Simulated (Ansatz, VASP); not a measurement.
# Na in VASP and in Ansatz

The input INCAR:

```
SYSTEM = Na
PREC = Accurate ; ENCUT = 520
EDIFF = 1E-8 ; ISMEAR = -1
SIGMA = 0.05 ; LREAL = .FALSE.
LASPH = .TRUE. ; NELM = 100
ALGO = Normal ; ISIF = 2
LWAVE = .FALSE. ; LCHARG = .FALSE.
GGA = PS ; LEFG = .TRUE.
NBANDS = 14
```

The input KPOINTS:

```
regular mesh
0
G
  13 13 7
  0 0 0
```

Contents of POSCAR:

```
Na
1.0
    3.7919487511      0.0000000000      0.0000000000
   -1.8959743756      3.2839239483      0.0000000000
    0.0000000000      0.0000000000      6.1947561546
Na
2
Direct
    0.3333333333      0.6666666667      0.2500000000
    0.6666666667      0.3333333333      0.7500000000
```

Input for Ansatz:

```yaml
crystal:
  lattice:
    - [3.7919487511, 0.0, 0.0]
    - [-1.8959743756, 3.2839239483, 0.0]
    - [0.0, 0.0, 6.1947561546]
  atoms:
    - { symbol: Na, position: [0.3333333333, 0.6666666667, 0.25] }
    - { symbol: Na, position: [0.6666666667, 0.3333333333, 0.75] }
kpoints:
  mp_grid: { grid: [13, 13, 7] }
scf:
  occupations: { method: fermi_dirac, width: 0.05 }
hamiltonian:
  xc: pbesol
  pseudopotentials: { kind: paw }
output:
  forces: true
  stress: true
  eigenvalues: true
  efg: { contact_densities: true }
  write_density: true
  write_potential: true
  elf: true
  volumetric_format: npy
```

Change from the starting cell: volume scaled by 1.02, PAW files.

Alike in both runs: task electric field gradients; functional PBEsol; k mesh 13 × 13 × 7; occupations fermi-dirac, width 0.05 eV; no spin polarisation.

|  | VASP | Ansatz |
| --- | --- | --- |
| version | VASP 6.6.1 | Ansatz 0.2.0 |
| potentials or method | VASP PAW PBE potentials, release 64 (Na_pv) | PAW with Ansatz's default frozen-core files, scalar-relativistic |
| plane-wave cutoff (eV) | 520 | 420 |
| valence electrons in the cell | 14 | 18 |

|  | VASP | Ansatz | Ansatz less VASP |
| --- | --- | --- | --- |
| pressure (GPa) | -0.4 | -0.4 | 0.00 |
| traceless stress, the component that is largest in VASP (GPa) | 0.08 | 0.08 | -0.001 |
| size of Vzz on the site where it differs most (V/Å²) | 0.2 | 0.3 | +0.03 |

VASP's potentials were made for PBE, not for PBEsol. VASP's potentials hold 14 valence electrons a cell and Ansatz's 18, so a difference there can come from the potentials and not from the codes.
